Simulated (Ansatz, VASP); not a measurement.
This is a calculation of NiO for VASP 6.6.1.

File INCAR:

```
PREC = Accurate
ENCUT = 520
EDIFF = 1E-6
ISMEAR = -1
SIGMA = 0.05
LREAL = F
LASPH = T
NELM = 150
ALGO = Normal
ISIF = 2
LWAVE = F
LCHARG = F
ISPIN = 2
MAGMOM = 1 0
LORBIT = 11
LMAXMIX = 4
GGA = RP
NBANDS = 19
```

Contents of KPOINTS:

```
Automatic mesh
0
Gamma
  11 11 11
```

File POSCAR:

```
NiO
1.0
    0.0000000000      2.0859016414      2.0859016414
    2.0859016414      0.0000000000      2.0859016414
    2.0859016414      2.0859016414      0.0000000000
Ni O
1 1
Direct
    0.0000000000      0.0000000000      0.0000000000
    0.5000000000      0.5000000000      0.5000000000
```

Potentials or basis: VASP PAW PBE potentials, release 64 (Ni, O).

Command:

```sh
$ cat potpaw_PBE.64/Ni/POTCAR potpaw_PBE.64/O/POTCAR > POTCAR
$ mpirun -np 1 vasp_std > vasp.out
```

Problem. Translate it to Ansatz 0.2.0. Potentials there: Ansatz PAW.

Solution. As run (the cutoff follows the program's own potentials):

input.yaml

```yaml
crystal:
  lattice:
    - [0.0, 2.0859016414, 2.0859016414]
    - [2.0859016414, 0.0, 2.0859016414]
    - [2.0859016414, 2.0859016414, 0.0]
  atoms:
    - { symbol: Ni, position: [0.0, 0.0, 0.0], spin: 1.0 }
    - { symbol: O, position: [0.5, 0.5, 0.5] }
hamiltonian:
  xc: rpbe
  pseudopotentials: { kind: paw }
magnetization:
  spin_polarized: true
kpoints:
  mp_grid: { grid: [11, 11, 11] }
scf:
  occupations: { method: fermi_dirac, width: 0.05 }
output:
  forces: true
  stress: true
  eigenvalues: true
```

Potentials or basis: Ansatz PAW.

Run with:

```bash
$ ansatz run input.yaml --threads 2 --pin off --max-ram 5120MiB --backend cpu --events-out ev --progress --plain --runs-dir out
```

Both were run:

|  | VASP | Ansatz | Ansatz less VASP |
| --- | --- | --- | --- |
| gap on the k mesh at the Fermi level (eV) | none | none | - |
| pressure (GPa) | 12.9 | 13.2 | +0.26 |
| net moment per atom (μB) | 0.90 | 0.91 | +0.013 |
| size of the moment on the site where the two differ most (μB) | 0.28 | 0.29 | +0.020 |

VASP's potentials were made for PBE, not for RPBE. Site moments also hang on the region over which each program counts them. A gap of «none» marks a metal or a gap that the smearing closes. VASP's potentials hold 16 valence electrons a cell and Ansatz's 24, so a difference there can come from the potentials and not from the codes.
